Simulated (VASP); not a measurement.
# Be (Im-3m) in VASP: density of states with PBE

Aim: the density of states of Be with PBE.

All numbers are computed with VASP 6.6.1; they aren't measurements. Logs are shortened: lines on timing, memory, paths and dates and some standing lists are left out, and cuts for length are marked.

## 1. The cell of the first run

Symmetry: Im-3m, No. 229, cubic system. The conventional cell has a = 2.538 Å, b = 2.538 Å, c = 2.538 Å, α = 90.00°, β = 90.00°, γ = 90.00°. Be (site symmetry m-3m) has 14 Be at 2.20 to 2.54 Å within 2.9 Å.

## 2. Density of states, PBE

POSCAR reads:

```
Be
1.0
   -1.2689950000      1.2689950000      1.2689950000
    1.2689950000     -1.2689950000      1.2689950000
    1.2689950000      1.2689950000     -1.2689950000
Be
1
Direct
    0.0000000000      0.0000000000      0.0000000000
```

INCAR.step1 reads:

```
SYSTEM = Be
PREC = Accurate
ENCUT = 520
EDIFF = 1E-7
ISMEAR = -1
SIGMA = 0.1
LREAL = .FALSE.
LASPH = .TRUE.
NELM = 60
ALGO = Normal
ISIF = 2
LWAVE = .FALSE.
LCHARG = .TRUE.
GGA = PE
NBANDS = 7
```

KPOINTS.step1 reads:

```
Automatic mesh
0
G
  18 18 18
  0 0 0
```

INCAR.step2 reads:

```
SYSTEM = Be
PREC = Accurate
ENCUT = 520
EDIFF = 1E-7
ISMEAR = -5
SIGMA = 0.1
LREAL = .FALSE.
LASPH = .TRUE.
NELM = 60
ALGO = Normal
ISIF = 2
LWAVE = .FALSE.
LCHARG = .FALSE.
GGA = PE
LORBIT = 11
NEDOS = 2001
ICHARG = 11
```

KPOINTS.step2 reads:

```
Automatic mesh
0
G
  27 27 27
  0 0 0
```

Potentials or basis: VASP PAW PBE potentials, release 64 (Be).

Launch:

```
> cat potpaw_PBE.64/Be/POTCAR > POTCAR
> cp INCAR.step1 INCAR
> cp KPOINTS.step1 KPOINTS
> mpirun -np 1 vasp_std > vasp.out
> cp INCAR.step2 INCAR
> cp KPOINTS.step2 KPOINTS
> mpirun -np 1 vasp_std > vasp.out
```

OUTCAR:

```text
SYSTEM = Be
   PREC = Accurate
   ENCUT = 520
   EDIFF = 1E-7
   ISMEAR = -5
   LREAL = .FALSE.
   LASPH = .TRUE.
   NELM = 60
   ISIF = 2
   GGA = PE
   LORBIT = 11
   ICHARG = 11

 ion  position               nearest neighbor table
   1  0.000  0.000  0.000-

  LATTYP: Found a body centered cubic cell.
 ALAT       =     2.5379900000

  Lattice vectors:

 A1 = (  -1.2689950000,   1.2689950000,   1.2689950000)
 A2 = (   1.2689950000,  -1.2689950000,   1.2689950000)
 A3 = (   1.2689950000,   1.2689950000,  -1.2689950000)

Analysis of symmetry for initial positions (statically):
=====================================================================
 Subroutine PRICEL returns:
 Original cell was already a primitive cell.

 Routine SETGRP: Setting up the symmetry group for a
 body centered cubic supercell.

 Subroutine GETGRP returns: Found 48 space group operations
 (whereof 48 operations were pure point group operations)
 out of a pool of 48 trial point group operations.

The static configuration has the point symmetry O_h .

Analysis of symmetry for dynamics (positions and initial velocities):
=====================================================================
 Subroutine PRICEL returns:
 Original cell was already a primitive cell.

 Routine SETGRP: Setting up the symmetry group for a
 body centered cubic supercell.

 Subroutine GETGRP returns: Found 48 space group operations
 (whereof 48 operations were pure point group operations)
 out of a pool of 48 trial point group operations.

The dynamic configuration has the point symmetry O_h .

 Subroutine INISYM returns: Found 48 space group operations
 (whereof 48 operations are pure point group operations),
 and found     1 'primitive' translations

----------------------------------------------------------------------------------------

                                     Primitive cell

  volume of cell :       8.1741

  direct lattice vectors                    reciprocal lattice vectors
    -1.268995000  1.268995000  1.268995000     0.000000000  0.394012585  0.394012585
     1.268995000 -1.268995000  1.268995000     0.394012585  0.000000000  0.394012585
     1.268995000  1.268995000 -1.268995000     0.394012585  0.394012585  0.000000000

  length of vectors
     2.197963815  2.197963815  2.197963815     0.557217941  0.557217941  0.557217941

  position of ions in fractional coordinates (direct lattice)
     0.000000000  0.000000000  0.000000000

  ion indices of the primitive-cell ions
   primitive index   ion index
                 1           1

----------------------------------------------------------------------------------------

 KPOINTS: Automatic mesh

Automatic generation of k-mesh.
 Grid dimensions read from file:
 generate k-points for:   27   27   27

 Generating k-lattice:

  Cartesian coordinates                     Fractional coordinates (reciprocal lattice)
     0.000000000  0.014593059  0.014593059     0.037037037  0.000000000  0.000000000
     0.014593059  0.000000000  0.014593059     0.000000000  0.037037037  0.000000000
     0.014593059  0.014593059  0.000000000     0.000000000  0.000000000  0.037037037

  Length of vectors
     0.020637702  0.020637702  0.020637702

  Shift w.r.t. Gamma in fractional coordinates (k-lattice)
     0.000000000  0.000000000  0.000000000

 TETIRR: Found  23679 inequivalent tetrahedra from   118098

 Subroutine IBZKPT returns following result:
 ===========================================

 Found    560 irreducible k-points:

 Following reciprocal coordinates:
            Coordinates               Weight
  0.000000  0.000000  0.000000      1.000000
  0.037037  0.000000  0.000000     12.000000
  0.074074  0.000000  0.000000     12.000000
  0.111111  0.000000  0.000000     12.000000
  0.148148  0.000000  0.000000     12.000000
  0.185185  0.000000  0.000000     12.000000
[... 16 lines left out ...]
  0.333333  0.037037  0.000000     48.000000
  0.370370  0.037037  0.000000     48.000000
 [... further k-points ...]
   k-points           NKPTS =    560   k-points in BZ     NKDIM =    560   number of bands    NBANDS=      5
   number of dos      NEDOS =   2001   number of ions     NIONS =      1
   total plane-waves  NPLWV =   4096
   dimension x,y,z NGX =    16 NGY =   16 NGZ =   16
   dimension x,y,z NGXF=    32 NGYF=   32 NGZF=   32
   ions per type =               1
   NGX,Y,Z   is equivalent  to a cutoff of  12.10, 12.10, 12.10 a.u.
   NGXF,Y,Z  is equivalent  to a cutoff of  24.20, 24.20, 24.20 a.u.
 SYSTEM =  Be
   PREC   = accura    normal or accurate (medium, high low for compatibility)
   ISTART =      0    job   : 0-new  1-cont  2-samecut
   ICHARG =     11    charge: 1-file 2-atom 10-const
   ISPIN  =      1    spin polarized calculation?
   LNONCOLLINEAR =      F non collinear calculations
   LSORBIT =      F    spin-orbit coupling
   LASPH  =      T    aspherical Exc in radial PAW
   ENCUT  =  520.0 eV  38.22 Ry    6.18 a.u.   4.09  4.09  4.09*2*pi/ulx,y,z
   NELM   =     60;   NELMIN=  2; NELMDL=  0     # of ELM steps
   EDIFF  = 0.1E-06   stopping-criterion for ELM
   LREAL  =      F    real-space projection
   EDIFFG = 0.1E-05   stopping-criterion for IOM
   NSW    =      0    number of steps for IOM
   IBRION =     -1    ionic relax: 0-MD 1-quasi-New 2-CG
   NFREE  =      0    steps in history (QN), initial steepest desc. (CG)
   ISIF   =      2    stress and relaxation
   ISYM   =      2    0-nonsym 1-usesym 2-fastsym
   POTIM  = 0.5000    time-step for ionic-motion
   TEBEG  =    0.0;   TEEND  =   0.0 temperature during run
   PSTRESS=    0.0 pullay stress
   NELECT =       2.0000    total number of electrons
   NUPDOWN=      -1.0000    fix difference up-down
   EMIN   =  10.00;   EMAX   =-10.00  energy-range for DOS
   EFERMI =   0.00;   METHOD = LEGACY
   ISMEAR =    -5;   SIGMA  =   0.10  broadening in eV -4-tet -1-fermi 0-gaus
   EFERMI_NEDOS =   21; number of points for ismear=-14 and -15
   IALGO  =     38    algorithm
   IMIX   =      4    mixing-type and parameters
     AMIX     =   0.40;   BMIX     =  1.00
     AMIX_MAG =   1.60;   BMIX_MAG =  1.00
  volume/ion in A,a.u.               =       8.17        55.16
  Fermi-wavevector in a.u.,A,eV,Ry     =   1.023933  1.934953 14.264879  1.048439
  Thomas-Fermi vector in A             =   2.157693
   LORBIT       =     11    0 simple, 1 ext, 2 COOP (PROOUT), +10 PAW based schemes
   GGA     = PE    functional components
   LHFCALC =     F    Hartree Fock is set to
   AEXX    =    0.0000 exact exchange contribution
   IVDW    =     0    specifies the selected vdW correction
   LEPSILON=     F    determine dielectric tensor
   LRPA    =     F    only Hartree local field effects (RPA)
 non-spin polarized calculation
 Fermi weights with tetrahedron method with Bloechl corrections
  energy-cutoff  :      520.00
  volume of cell :        8.17
 maximum number of plane-waves:       236

 number of electron       2.0000000 magnetization

 Free energy of the ion-electron system (eV)
  ---------------------------------------------------
  ext. energy  EPLUGINS =         0.00000000
  ---------------------------------------------------
  free energy    TOTEN  =        -3.66113469 eV

  energy without entropy =       -3.66113469  energy(sigma->0) =       -3.66113469

 E-fermi :   7.6667     XC(G=0): -10.5034

 val. band max:        7.8051888210   @ k =   0.2593   0.2593   0.2222
 cond. band min:       7.5980593023   @ k =   0.2963   0.2593   0.1111
 fundamental gap:     -0.2071295188
 Fermi energy:         7.6667362077

 k-point     1 :       0.0000    0.0000    0.0000
  band No.  band energies     occupation
      1      -4.4137      2.00000
      2      26.3444      0.00000
      3      26.3444      0.00000
      4      26.3444      0.00000
      5      37.5614      0.00000

 k-point     2 :       0.0370    0.0000    0.0000
  band No.  band energies     occupation
      1      -4.3662      2.00000
      2      26.1168      0.00000
      3      26.1517      0.00000
      4      26.2904      0.00000
      5      36.9123      0.00000

 k-point     3 :       0.0741    0.0000    0.0000
  band No.  band energies     occupation
      1      -4.2237      2.00000
      2      25.4189      0.00000
      3      25.6325      0.00000
      4      26.1304      0.00000
      5      35.3696      0.00000

 k-point     4 :       0.1111    0.0000    0.0000
  band No.  band energies     occupation
      1      -3.9861      2.00000
      2      24.2464      0.00000
      3      24.9111      0.00000
      4      25.8712      0.00000
      5      34.0357      0.00000

 k-point     5 :       0.1481    0.0000    0.0000
  band No.  band energies     occupation
      1      -3.6536      2.00000
      2      22.6739      0.00000
      3      24.1010      0.00000
      4      25.5277      0.00000
      5      33.1377      0.00000

 k-point     6 :       0.1852    0.0000    0.0000
  band No.  band energies     occupation
      1      -3.2262      2.00000
      2      20.8452      0.00000
      3      23.2794      0.00000
      4      25.1228      0.00000
      5      32.0615      0.00000
[... 113 lines left out ...]
 k-point    21 :       0.2593    0.0370    0.0000
  band No.  band energies     occupation
      1      -1.7151      2.00000
      2      15.9865      0.00000
      3      21.2774      0.00000
      4      23.7008      0.00000
      5      30.2104      0.00000

 k-point    22 :       0.2963    0.0370    0.0000
  band No.  band energies     occupation
      1      -0.9718      2.00000
      2      14.1099      0.00000
      3      20.6935      0.00000
      4      23.2702      0.00000
      5      29.5681      0.00000

 k-point    23 :       0.3333    0.0370    0.0000
  band No.  band energies     occupation
      1      -0.1551      2.00000
      2      12.3417      0.00000
      3      20.2073      0.00000
      4      22.8964      0.00000
      5      29.0377      0.00000

 k-point    24 :       0.3704    0.0370    0.0000
  band No.  band energies     occupation
      1       0.7098      2.00000
      2      10.7239      0.00000
      3      19.8245      0.00000
      4      22.5932      0.00000
      5      28.6225      0.00000

 [... further k-points ...]
[... 5 lines left out ...]
  --------------------------------------------------------------------------------------
  -------------------------------------------------------------------------------------
  Total       -0.2572172     -0.2572172     -0.2572172      0.0000000     -0.0000000     -0.0000000
  in kB      -50.4162928    -50.4162928    -50.4162928      0.0000000     -0.0000000     -0.0000000
  external PRESSURE =     -50.4162928 kB  Pullay stress =       0.0000000 kB

 VOLUME and BASIS-vectors are now :
 -----------------------------------------------------------------------------
  energy-cutoff  :      520.00
  volume of cell :        8.17
      direct lattice vectors                 reciprocal lattice vectors
    -1.268995000  1.268995000  1.268995000     0.000000000  0.394012585  0.394012585
     1.268995000 -1.268995000  1.268995000     0.394012585  0.000000000  0.394012585
     1.268995000  1.268995000 -1.268995000     0.394012585  0.394012585  0.000000000

 POSITION                                       TOTAL-FORCE (eV/Angst)
 -----------------------------------------------------------------------------------
      0.00000      0.00000      0.00000         0.000000      0.000000      0.000000
 -----------------------------------------------------------------------------------
    total drift:                               -0.000000      0.000000      0.000000

  FREE ENERGIE OF THE ION-ELECTRON SYSTEM (eV)
  ---------------------------------------------------
  free  energy   TOTEN  =        -3.6611346945 eV

  energy  without entropy=       -3.6611346945  energy(sigma->0) =       -3.66113469

 total charge

# of ion       s       p       d       tot
------------------------------------------
    1        0.381   0.745   0.000   1.126
```

It took 12 s on 1 thread of Intel Xeon 6975P-C, shared host; peak memory 0.14 GiB.

Results:

```yaml
Valence_electrons_inside_the_program's_atomic_spheres: Be 1.13
```

Levels at points of the mesh, in eV from the Fermi level:
| k point | band 1 | band 2 | band 3 | band 4 |
| --- | --- | --- | --- | --- |
| (0.00, 0.00, 0.00) | -12.08 | 18.68 | 18.68 | 18.68 |

Caveat: tetrahedron occupations give inexact forces and stress in metals.
